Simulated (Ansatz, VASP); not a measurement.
## TiOs in VASP and in Ansatz

The input INCAR:

```
PREC = Accurate
ENCUT = 520
EDIFF = 1E-6
ISMEAR = -1
SIGMA = 0.05
LREAL = False
LASPH = True
NELM = 80
ALGO = Normal
ISIF = 2
LWAVE = False
LCHARG = False
GGA = CA
NBANDS = 17
```

The input KPOINTS:

```
Automatic mesh
0
Gamma
  8 8 8
```

File POSCAR:

```
TiOs
1.0
    3.0800000000      0.0000000000      0.0000000000
    0.0000000000      3.0800000000      0.0000000000
    0.0000000000      0.0000000000      3.0800000000
Ti Os
1 1
Direct
    0.5000000000      0.4350649351      0.5000000000
    0.0000000000      0.0000000000      0.0000000000
```

Input for Ansatz:

```yaml
crystal:
  lattice:
    - [3.08, 0.0, 0.0]
    - [0.0, 3.08, 0.0]
    - [0.0, 0.0, 3.08]
  atoms:
    - { symbol: Ti, position: [0.5, 0.43506493506493504, 0.5] }
    - { symbol: Os, position: [0.0, 0.0, 0.0] }
basis:
  ecutwfc: 550.0
kpoints:
  mp_grid:
    grid: [8, 8, 8]
hamiltonian:
  xc: lda
  pseudopotentials:
    kind: paw
scf:
  convergence:
    dr2_threshold: 1.0e-07
  occupations:
    method: fermi_dirac
    width: 0.05
output:
  forces: true
```

Alike in both runs: task single point; functional LDA; k mesh 8 × 8 × 8; occupations fermi-dirac, width 0.05 eV; no spin polarisation.

|  | VASP | Ansatz |
| --- | --- | --- |
| version | VASP 6.6.1 | Ansatz 0.2.0 |
| potentials or method | VASP PAW LDA potentials, release 64 (Ti_sv, Os), cutoff 520 eV | plane waves, PAW |
| valence electrons in the cell | 20 | 28 |

|  | VASP | Ansatz | Ansatz less VASP |
| --- | --- | --- | --- |
| rms of the force components (eV/Å) | 0.796 | 0.796 | -0.0002 |

LDA's correlation is that of Perdew and Zunger in VASP and of Perdew and Wang (1992) in Ansatz. Atom by atom the forces differ by 0.000 eV/Å (rms over components). VASP's potentials hold 20 valence electrons a cell and Ansatz's 28, so a difference there can come from the potentials and not from the codes.

Neither program's run includes spin-orbit coupling.
